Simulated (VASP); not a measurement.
A run of VASP 6.6.1 is set up as follows.

File INCAR:

```
SYSTEM = InSb
PREC = Accurate
ENCUT = 520
EDIFF = 1E-8
ISMEAR = 0
SIGMA = 0.15
LREAL = .False.
LASPH = .True.
NELM = 80
ALGO = Normal
ISIF = 2
LWAVE = .False.
LCHARG = .True.
GGA = CA
NBANDS = 16
IBRION = 8
NSW = 1
```

File KPOINTS:

```
regular mesh
0
Gamma
  14 14 14
  0 0 0
```

The input POSCAR:

```
InSb
1.0
    0.0000000000      2.9902672302      2.9902672302
    2.9902672302      0.0000000000      2.9902672302
    2.9902672302      2.9902672302      0.0000000000
In Sb
1 1
Direct
    0.0000000000      0.0000000000      0.0000000000
    0.5000000000      0.5000000000      0.5000000000
```

Potentials or basis: VASP PAW LDA potentials, release 64 (In_d, Sb).

Run with:

```console
$ cat potpaw_LDA.64/In_d/POTCAR potpaw_LDA.64/Sb/POTCAR > POTCAR
$ mpirun -np 1 vasp_std > vasp.out
```

Problem. What does it give for the highest phonon frequency at Γ, LO-TO splitting left out?

Solution. 113 cm⁻¹.

Phonon frequencies in cm⁻¹ (negative: imaginary):
| q point | frequencies |
| --- | --- |
| (0.000, 0.000, 0.000) | 0 0 0 113 113 113 |
